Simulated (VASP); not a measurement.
# CdS (P3m1) in VASP: further runs

The runs below take CdS through single point, with LDA.

Program: VASP 6.6.1. These are calculated values, not measurements. Logs are shortened: lines on timing, memory, paths and dates and some standing lists are left out, and cuts for length are marked.

## Step 1: The cell of the first run

The structure is trigonal, space group P3m1 (No. 156). The conventional cell has a = 4.219 Å, b = 4.219 Å, c = 5.804 Å, α = 90.00°, β = 90.00°, γ = 120.00°. Within 3.2 Å of Cd (site symmetry 3m) lie 3 S at 2.44 Å. S (site symmetry 3m) has 3 Cd at 2.44 Å within 3.2 Å.

## Step 2: Single point, LDA

The input, INCAR:

```
SYSTEM = CdS
PREC = Accurate
ENCUT = 520
EDIFF = 1E-6
ISMEAR = 0
SIGMA = 0.02
LREAL = .FALSE.
LASPH = .TRUE.
NELM = 80
ALGO = Normal
ISIF = 2
LWAVE = .FALSE.
LCHARG = .FALSE.
GGA = CA
NBANDS = 16
```

The input, KPOINTS:

```
Automatic mesh
0
G
  6 6 4
  0 0 0
```

The input, POSCAR:

```
CdS
1.0
    4.2185583000      0.0000000000      0.0000000000
   -2.1092791500      3.6533781900      0.0000000000
    0.0000000000      0.0000000000      5.8041730000
Cd S
1 1
Direct
    0.0000000000      0.0000000000      0.4426920000
    0.6666666667      0.3333333333      0.4343080000
```

Potentials or basis: VASP PAW LDA potentials, release 64 (Cd, S).

Started as:

```
> cat potpaw_LDA.64/Cd/POTCAR potpaw_LDA.64/S/POTCAR > POTCAR
> mpirun -np 1 vasp_std > vasp.out
```

OUTCAR:

```text
SYSTEM = CdS
   PREC = Accurate
   ENCUT = 520
   EDIFF = 1E-6
   ISMEAR = 0
   LREAL = .FALSE.
   LASPH = .TRUE.
   NELM = 80
   ISIF = 2
   GGA = CA

 ion  position               nearest neighbor table
   1  0.000  0.000  0.443-   2 2.44   2 2.44   2 2.44
   2  0.667  0.333  0.434-   1 2.44   1 2.44   1 2.44

  LATTYP: Found a hexagonal cell.
 ALAT       =     4.2185583000
 C/A-ratio  =     1.3758664897

  Lattice vectors:

 A1 = (   4.2185583000,   0.0000000000,   0.0000000000)
 A2 = (  -2.1092791500,   3.6533781900,   0.0000000000)
 A3 = (   0.0000000000,   0.0000000000,   5.8041730000)

Analysis of symmetry for initial positions (statically):
=====================================================================
 Subroutine PRICEL returns:
 Original cell was already a primitive cell.

 Routine SETGRP: Setting up the symmetry group for a
 hexagonal supercell.

 Subroutine GETGRP returns: Found  6 space group operations
 (whereof  6 operations were pure point group operations)
 out of a pool of 24 trial point group operations.

The static configuration has the point symmetry C_3v.

Analysis of symmetry for dynamics (positions and initial velocities):
=====================================================================
 Subroutine PRICEL returns:
 Original cell was already a primitive cell.

 Routine SETGRP: Setting up the symmetry group for a
 hexagonal supercell.

 Subroutine GETGRP returns: Found  6 space group operations
 (whereof  6 operations were pure point group operations)
 out of a pool of 24 trial point group operations.

The dynamic configuration has the point symmetry C_3v.

 Subroutine INISYM returns: Found  6 space group operations
 (whereof  6 operations are pure point group operations),
 and found     1 'primitive' translations

----------------------------------------------------------------------------------------

                                     Primitive cell

  volume of cell :      89.4538

  direct lattice vectors                    reciprocal lattice vectors
     4.218558300  0.000000000  0.000000000     0.237047808  0.136859633  0.000000000
    -2.109279150  3.653378190  0.000000000     0.000000000  0.273719267  0.000000000
     0.000000000  0.000000000  5.804173000     0.000000000  0.000000000  0.172289834

  length of vectors
     4.218558300  4.218557897  5.804173000     0.273719241  0.273719267  0.172289834

  position of ions in fractional coordinates (direct lattice)
     0.000000000  0.000000000  0.442692000
     0.666666667  0.333333333  0.434308000

  ion indices of the primitive-cell ions
   primitive index   ion index
                 1           1
                 2           2

----------------------------------------------------------------------------------------

 KPOINTS: Automatic mesh

Automatic generation of k-mesh.
 Grid dimensions read from file:
 generate k-points for:    6    6    4

 Generating k-lattice:

  Cartesian coordinates                     Fractional coordinates (reciprocal lattice)
     0.039507968  0.022809939  0.000000000     0.166666667  0.000000000  0.000000000
     0.000000000  0.045619878  0.000000000     0.000000000  0.166666667  0.000000000
     0.000000000  0.000000000  0.043072458     0.000000000  0.000000000  0.250000000

  Length of vectors
     0.045619873  0.045619878  0.043072458

  Shift w.r.t. Gamma in fractional coordinates (k-lattice)
     0.000000000  0.000000000  0.000000000

 Subroutine IBZKPT returns following result:
 ===========================================

 Found     24 irreducible k-points:

 Following reciprocal coordinates:
            Coordinates               Weight
  0.000000  0.000000  0.000000      1.000000
  0.166667  0.000000  0.000000      6.000000
  0.333333  0.000000  0.000000      6.000000
  0.500000 -0.000000  0.000000      3.000000
  0.166667  0.166667  0.000000      6.000000
  0.333333  0.166667  0.000000     12.000000
[... 16 lines left out ...]
  0.333333  0.166667  0.500000     12.000000
  0.333333  0.333333  0.500000      2.000000
   k-points           NKPTS =     24   k-points in BZ     NKDIM =     24   number of bands    NBANDS=     16
   number of dos      NEDOS =    301   number of ions     NIONS =      2
   total plane-waves  NPLWV =  49152
   dimension x,y,z NGX =    32 NGY =   32 NGZ =   48
   dimension x,y,z NGXF=    64 NGYF=   64 NGZF=   96
   ions per type =               1   1
   NGX,Y,Z   is equivalent  to a cutoff of  12.61, 12.61, 13.75 a.u.
   NGXF,Y,Z  is equivalent  to a cutoff of  25.22, 25.22, 27.50 a.u.
 SYSTEM =  CdS
   PREC   = accura    normal or accurate (medium, high low for compatibility)
   ISTART =      0    job   : 0-new  1-cont  2-samecut
   ICHARG =      2    charge: 1-file 2-atom 10-const
   ISPIN  =      1    spin polarized calculation?
   LNONCOLLINEAR =      F non collinear calculations
   LSORBIT =      F    spin-orbit coupling
   LASPH  =      T    aspherical Exc in radial PAW
   ENCUT  =  520.0 eV  38.22 Ry    6.18 a.u.   7.84  7.84 10.79*2*pi/ulx,y,z
   NELM   =     80;   NELMIN=  2; NELMDL= -5     # of ELM steps
   EDIFF  = 0.1E-05   stopping-criterion for ELM
   LREAL  =      F    real-space projection
   EDIFFG = 0.1E-04   stopping-criterion for IOM
   NSW    =      0    number of steps for IOM
   IBRION =     -1    ionic relax: 0-MD 1-quasi-New 2-CG
   NFREE  =      0    steps in history (QN), initial steepest desc. (CG)
   ISIF   =      2    stress and relaxation
   ISYM   =      2    0-nonsym 1-usesym 2-fastsym
   POTIM  = 0.5000    time-step for ionic-motion
   TEBEG  =    0.0;   TEEND  =   0.0 temperature during run
   PSTRESS=    0.0 pullay stress
   NELECT =      18.0000    total number of electrons
   NUPDOWN=      -1.0000    fix difference up-down
   EMIN   =  10.00;   EMAX   =-10.00  energy-range for DOS
   EFERMI =   0.00;   METHOD = LEGACY
   ISMEAR =     0;   SIGMA  =   0.02  broadening in eV -4-tet -1-fermi 0-gaus
   EFERMI_NEDOS =   21; number of points for ismear=-14 and -15
   IALGO  =     38    algorithm
   IMIX   =      4    mixing-type and parameters
     AMIX     =   0.40;   BMIX     =  1.00
     AMIX_MAG =   1.60;   BMIX_MAG =  1.00
  volume/ion in A,a.u.               =      44.73       301.83
  Fermi-wavevector in a.u.,A,eV,Ry     =   0.959325  1.812862 12.521515  0.920305
  Thomas-Fermi vector in A             =   2.088512
   LORBIT       =      0    0 simple, 1 ext, 2 COOP (PROOUT), +10 PAW based schemes
   GGA     = CA    functional components
   LHFCALC =     F    Hartree Fock is set to
   AEXX    =    0.0000 exact exchange contribution
   IVDW    =     0    specifies the selected vdW correction
   LEPSILON=     F    determine dielectric tensor
   LRPA    =     F    only Hartree local field effects (RPA)
 non-spin polarized calculation
 Gauss-broadening in eV      SIGMA  =   0.02
  energy-cutoff  :      520.00
  volume of cell :       89.45
 maximum number of plane-waves:      2432
 NGX is ok and might be reduce to    32
   NGX = 15   NGY = 15   NGZ = 21

 number of electron      17.9999999 magnetization

 Free energy of the ion-electron system (eV)
  ---------------------------------------------------
  ext. energy  EPLUGINS =         0.00000000
  ---------------------------------------------------
  free energy    TOTEN  =        -6.62782790 eV

  energy without entropy =       -6.62782790  energy(sigma->0) =       -6.62782790

 E-fermi :  -2.1446     XC(G=0):  -6.5931

 val. band max:       -2.2410795007   @ k =   0.0000   0.0000   0.5000
 cond. band min:      -0.8946597002   @ k =   0.0000   0.0000   0.0000
 fundamental gap:      1.3464198005
 Fermi energy:        -2.1446424419

 k-point     1 :       0.0000    0.0000    0.0000
  band No.  band energies     occupation
      1     -13.9693      2.00000
      2     -10.0270      2.00000
      3     -10.0270      2.00000
      4      -9.4393      2.00000
      5      -9.4393      2.00000
      6      -9.2049      2.00000
[... 8 lines left out ...]
     15       8.5767      0.00000
     16       9.4652      0.00000

 k-point     2 :       0.1667    0.0000    0.0000
  band No.  band energies     occupation
      1     -13.8777      2.00000
      2      -9.9821      2.00000
      3      -9.9524      2.00000
      4      -9.4709      2.00000
      5      -9.4437      2.00000
      6      -9.1792      2.00000
[... 8 lines left out ...]
     15       9.1802      0.00000
     16       9.3147      0.00000

 k-point     3 :       0.3333    0.0000    0.0000
  band No.  band energies     occupation
      1     -13.6928      2.00000
      2      -9.8177      2.00000
      3      -9.7918      2.00000
      4      -9.5312      2.00000
      5      -9.4526      2.00000
      6      -9.1126      2.00000
[... 8 lines left out ...]
     15       7.8206      0.00000
     16       8.2271      0.00000

 k-point     4 :       0.5000   -0.0000    0.0000
  band No.  band energies     occupation
      1     -13.6003      2.00000
      2      -9.7049      2.00000
      3      -9.6837      2.00000
      4      -9.5596      2.00000
      5      -9.4569      2.00000
      6      -9.0519      2.00000
[... 8 lines left out ...]
     15       7.9428      0.00000
     16       8.4767      0.00000
[... 324 lines left out ...]
 k-point    22 :       0.1667    0.1667    0.5000
  band No.  band energies     occupation
      1     -13.7363      2.00000
      2      -9.9092      2.00000
      3      -9.8008      2.00000
      4      -9.5142      2.00000
      5      -9.4553      2.00000
      6      -9.1182      2.00000
[... 8 lines left out ...]
     15       7.0877      0.00000
     16       7.7063      0.00000

 k-point    23 :       0.3333    0.1667    0.5000
  band No.  band energies     occupation
      1     -13.5981      2.00000
      2      -9.7773      2.00000
      3      -9.6641      2.00000
      4      -9.5514      2.00000
      5      -9.4689      2.00000
      6      -8.9916      2.00000
[... 8 lines left out ...]
     15       8.0466      0.00000
     16       8.1890      0.00000

 k-point    24 :       0.3333    0.3333    0.5000
  band No.  band energies     occupation
      1     -13.5525      2.00000
      2      -9.7195      2.00000
      3      -9.6785      2.00000
      4      -9.5517      2.00000
      5      -9.4856      2.00000
      6      -8.8526      2.00000
[... 8 lines left out ...]
     15       7.0390      0.00000
     16       8.5148      0.00000

------------------------ aborting loop because EDIFF is reached ----------------------------------------

  FORCE on cell =-STRESS in cart. coord.  units (eV):
  Direction    XX          YY          ZZ          XY          YZ          ZX
  --------------------------------------------------------------------------------------
  -------------------------------------------------------------------------------------
  Total       -1.2045540     -1.2045537     -0.0613436      0.0000000      0.0000000      0.0000000
  in kB      -21.5743559    -21.5743504     -1.0987038      0.0000000      0.0000000      0.0000000
  external PRESSURE =     -14.7491367 kB  Pullay stress =       0.0000000 kB

 VOLUME and BASIS-vectors are now :
 -----------------------------------------------------------------------------
  energy-cutoff  :      520.00
  volume of cell :       89.45
      direct lattice vectors                 reciprocal lattice vectors
     4.218558300  0.000000000  0.000000000     0.237047808  0.136859633  0.000000000
    -2.109279150  3.653378190  0.000000000     0.000000000  0.273719267  0.000000000
     0.000000000  0.000000000  5.804173000     0.000000000  0.000000000  0.172289834

 POSITION                                       TOTAL-FORCE (eV/Angst)
 -----------------------------------------------------------------------------------
      0.00000      0.00000      2.56946         0.000000      0.000000     -0.016621
      2.10928      1.21779      2.52080        -0.000000     -0.000000      0.016621
 -----------------------------------------------------------------------------------
    total drift:                                0.000000      0.000005     -0.000004

  FREE ENERGIE OF THE ION-ELECTRON SYSTEM (eV)
  ---------------------------------------------------
  free  energy   TOTEN  =        -6.6278279045 eV

  energy  without entropy=       -6.6278279045  energy(sigma->0) =       -6.62782790
```

It took 17 s on 1 thread of Intel Xeon Platinum 8488C (Sapphire Rapids), shared host; peak memory 0.19 GiB.

Results:

```
Free energy            : -6.6278 eV
Pressure               : -1.5 GPa
Largest force          : 0.017 eV/Å
Band gap on the k mesh : 1.35 eV, indirect (the least direct gap lies 4.1 meV higher)
```

Forces in eV/Å, atoms in the order of the input:
```
Cd   0.000  0.000 -0.017
S    0.000  0.000  0.017
```

Levels at points of the mesh, in eV from the valence-band top:
```
           k point  band 6  band 7  band 8  band 9  band 10  band 11  band 12  band 13
(0.00, 0.00, 0.00)   -6.96   -1.18    0.00    0.00     1.35     5.43     6.80     6.80
(0.50, 0.00, 0.00)   -6.81   -3.78   -1.40   -0.20     3.58     4.94     6.66     7.31
(0.00, 0.00, 0.50)   -6.95   -1.40    0.00    0.00     1.64     4.93     6.85     6.85
(0.50, 0.00, 0.50)   -6.81   -3.75   -1.39   -0.31     3.74     4.07     7.63     7.90
```

## Step 3: Single point, LDA

This run uses another cell than the first one, of 45.64 Å³/atom, 1.020 times its volume.

The input, INCAR:

```
PREC = Accurate ; ENCUT = 520
EDIFF = 1E-6 ; ISMEAR = 0
SIGMA = 0.02 ; LREAL = F
LASPH = T ; NELM = 60
ALGO = Normal ; ISIF = 2
LWAVE = F ; LCHARG = T
GGA = CA ; LELF = T
LVHAR = T ; NBANDS = 16
```

The input, KPOINTS:

```
Automatic mesh
0
Gamma
  6 6 4
```

The input, POSCAR:

```
CdS
1.0
    4.2611700000      0.0000000000      0.0000000000
   -2.1305850000      3.6902810000      0.0000000000
    0.0000000000      0.0000000000      5.8041730000
Cd S
1 1
Direct
    0.0000000000      0.0000000000      0.4426920000
    0.6666666667      0.3333333333      0.4343080000
```

Potentials or basis: VASP PAW LDA potentials, release 64 (Cd, S).

Started as:

```
> cat potpaw_LDA.64/Cd/POTCAR potpaw_LDA.64/S/POTCAR > POTCAR
> mpirun -np 1 vasp_std > vasp.out
```

Run time: 26 s. Hardware: 1 thread of Intel Xeon Platinum 8488C (Sapphire Rapids), shared host; peak memory 0.19 GiB.

It converged, with:

```
Free energy            : -6.5966 eV
Pressure               : -2.3 GPa
Largest force          : 0.023 eV/Å
Band gap on the k mesh : 1.27 eV, indirect (least direct gap 1.29 eV)
```

Forces in eV/Å, atoms in the order of the input:
```
Cd   0.000  0.000 -0.023
S    0.000  0.000  0.023
```

Stress tensor (GPa, compression positive):
```
-3.35  0.00  0.00
 0.00 -3.35  0.00
 0.00  0.00 -0.11
```

Levels at points of the mesh, in eV from the valence-band top:
```tsv
k point	band 6	band 7	band 8	band 9	band 10	band 11	band 12	band 13
(0.00, 0.00, 0.00)	-6.94	-1.05	-0.02	-0.02	1.27	5.48	6.78	6.78
(0.50, 0.00, 0.00)	-6.78	-3.67	-1.33	-0.13	3.52	4.99	6.62	7.34
(0.00, 0.00, 0.50)	-6.93	-1.28	-0.01	-0.01	1.55	4.95	6.83	6.83
(0.50, 0.00, 0.50)	-6.78	-3.64	-1.32	-0.24	3.68	4.11	7.63	7.80
```

A k mesh can miss the band edges. Expect the measured gap to be larger: semilocal functionals such as LDA lack the derivative discontinuity.

## Step 4: Single point, LDA

This run uses another cell than the first one, of 46.55 Å³/atom, 1.041 times its volume.

The input, INCAR:

```
ALGO = Normal
EDIFF = 1E-6
ENCUT = 520
ISIF = 2
ISMEAR = 0
LASPH = T
LCHARG = F
LREAL = F
LWAVE = F
NBANDS = 16
NELM = 100
PREC = Accurate
SIGMA = 0.02
```

The input, KPOINTS:

```
k-points
0
Gamma
  6 6 4
```

The input, POSCAR:

```
CdS
1.0
    4.3037817000      0.0000000000      0.0000000000
   -2.1518908500      3.7271838100      0.0000000000
    0.0000000000      0.0000000000      5.8041730000
Cd S
1 1
Direct
    0.0000000000      0.0000000000      0.4426920000
    0.6666666667      0.3333333333      0.4343080000
```

Potentials or basis: VASP PAW LDA potentials, release 64 (Cd, S).

Started as:

```
> cat potpaw_LDA.64/Cd/POTCAR potpaw_LDA.64/S/POTCAR > POTCAR
> mpirun -np 1 vasp_std > vasp.out
```

OUTCAR:

```text
EDIFF = 1E-6
   ENCUT = 520
   ISIF = 2
   ISMEAR = 0
   LASPH = T
   LREAL = F
   NELM = 100
   PREC = Accurate

 ion  position               nearest neighbor table
   1  0.000  0.000  0.443-   2 2.49   2 2.49   2 2.49
   2  0.667  0.333  0.434-   1 2.49   1 2.49   1 2.49

  LATTYP: Found a hexagonal cell.
 ALAT       =     4.3037817000
 C/A-ratio  =     1.3486216088

  Lattice vectors:

 A1 = (   4.3037817000,   0.0000000000,   0.0000000000)
 A2 = (  -2.1518908500,   3.7271838100,   0.0000000000)
 A3 = (   0.0000000000,   0.0000000000,   5.8041730000)

Analysis of symmetry for initial positions (statically):
=====================================================================
 Subroutine PRICEL returns:
 Original cell was already a primitive cell.

 Routine SETGRP: Setting up the symmetry group for a
 hexagonal supercell.

 Subroutine GETGRP returns: Found  6 space group operations
 (whereof  6 operations were pure point group operations)
 out of a pool of 24 trial point group operations.

The static configuration has the point symmetry C_3v.

[... 156 lines left out ...]

  energy without entropy =       -6.55235599  energy(sigma->0) =       -6.55235599

 E-fermi :  -2.3324     XC(G=0):  -6.4845

 val. band max:       -2.4206606292   @ k =   0.3333   0.3333   0.0000
 cond. band min:      -1.2750835079   @ k =   0.0000   0.0000   0.0000
 fundamental gap:      1.1455771213
 Fermi energy:        -2.3323844893

 k-point     1 :       0.0000    0.0000    0.0000
  band No.  band energies     occupation
      1     -13.9060      2.00000
      2     -10.0743      2.00000
      3     -10.0743      2.00000
      4      -9.5931      2.00000
      5      -9.5931      2.00000
      6      -9.3903      2.00000
[... 433 lines left out ...]
      3      -9.7813      2.00000
      4      -9.6837      2.00000
      5      -9.6310      2.00000
      6      -9.0701      2.00000
[... 8 lines left out ...]
     15       6.7792      0.00000
     16       8.3673      0.00000

------------------------ aborting loop because EDIFF is reached ----------------------------------------

  FORCE on cell =-STRESS in cart. coord.  units (eV):
  Direction    XX          YY          ZZ          XY          YZ          ZX
  --------------------------------------------------------------------------------------
  -------------------------------------------------------------------------------------
  Total       -2.5464176     -2.5464169     -0.0613948      0.0000000      0.0000000      0.0000000
  in kB      -43.8196404    -43.8196292     -1.0565027      0.0000000      0.0000000      0.0000000
  external PRESSURE =     -29.5652574 kB  Pullay stress =       0.0000000 kB

 VOLUME and BASIS-vectors are now :
 -----------------------------------------------------------------------------
  energy-cutoff  :      520.00
  volume of cell :       93.10
      direct lattice vectors                 reciprocal lattice vectors
     4.303781700  0.000000000  0.000000000     0.232353792  0.134149542  0.000000000
    -2.151890850  3.727183810  0.000000000     0.000000000  0.268299083  0.000000000
     0.000000000  0.000000000  5.804173000     0.000000000  0.000000000  0.172289834

 POSITION                                       TOTAL-FORCE (eV/Angst)
 -----------------------------------------------------------------------------------
      0.00000      0.00000      2.56946        -0.000000     -0.000000     -0.028655
      2.15189      1.24239      2.52080         0.000000      0.000000      0.028655
 -----------------------------------------------------------------------------------
    total drift:                                0.000001      0.000004     -0.000001

  FREE ENERGIE OF THE ION-ELECTRON SYSTEM (eV)
  ---------------------------------------------------
  free  energy   TOTEN  =        -6.5523559919 eV

  energy  without entropy=       -6.5523559919  energy(sigma->0) =       -6.55235599
```

stdout:

```text
POSCAR found type information on POSCAR CdS
 POSCAR found :  2 types and       2 ions
 scaLAPACK will be used
 LDA part: xc-table for (Slater(with rela. corr.)+CA(PZ))
 , standard interpolation
 POSCAR, INCAR and KPOINTS ok, starting setup
 FFT: planning ... GRIDC
 FFT: planning ... GRID_SOFT
 FFT: planning ... GRID
 WAVECAR not read
 entering main loop
```

Run time: 16 s. Hardware: 1 thread of Intel Xeon Platinum 8488C (Sapphire Rapids), shared host; peak memory 0.19 GiB.

Results:

| Quantity | Value |
| --- | --- |
| Free energy | -6.5524 eV |
| Pressure | -3.0 GPa |
| Largest force | 0.029 eV/Å |
| Band gap on the k mesh | 1.15 eV, indirect (least direct gap 1.23 eV) |

Forces in eV/Å, atoms in the order of the input:
```
Cd   0.000  0.000 -0.029
S    0.000  0.000  0.029
```

A k mesh can miss the band edges.

(Continued in part 2 of 2.)
